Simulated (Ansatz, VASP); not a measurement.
# One calculation of SnO2, two programs

```xyz
12
Lattice="3.2373 1.8691 4.2908 -3.2373 1.8691 4.2908 0.0000 -3.7382 4.2908" Properties=species:S:1:pos:R:3 pbc="T T T"
Sn   -0.0059   -0.0034   11.1319
Sn   -0.0058   -1.8724    6.8412
Sn   -1.6245    0.9312    6.8412
Sn    1.6128    0.9312    6.8412
O    -1.6567   -0.9565    5.8506
O     1.5805   -0.9564    5.8507
O    -0.0381    1.8470    5.8507
O     0.0813    0.0469    7.8317
O    -0.0381   -0.0220    1.5600
O     0.0814   -1.8222    3.5408
O    -1.5373    0.9816    3.5408
O     1.7000    0.9815    3.5407
```

Change from the starting cell: mode 20 frozen in at +0.025 Å and mode 26 at -0.069 Å (largest displacements).

Alike in both runs: task single point; functional PBE; dispersion D3(BJ); k mesh 6 × 6 × 6; occupations gaussian, width 0.05 eV; no spin polarisation.

|  | VASP | Ansatz |
| --- | --- | --- |
| version | VASP 6.6.1 | Ansatz 0.2.0 |
| potentials or method | VASP PAW PBE potentials, release 64 (Sn_d, O), cutoff 520 eV | scalar-relativistic, plane waves, PAW |
| valence electrons in the cell | 104 | 104 |

```tsv
	VASP	Ansatz	Ansatz less VASP
gap on the k mesh at the Fermi level (eV)	1.54	1.56	+0.024
least direct gap on the mesh (eV)	1.54	1.56	+0.024
pressure (GPa)	1.5	0.8	-0.69
traceless stress, the component that is largest in VASP (GPa)	-5.40	-5.31	+0.094
rms of the force components (eV/Å)	0.486	0.473	-0.0126
```

Atom by atom the forces differ by 0.029 eV/Å (rms over components).
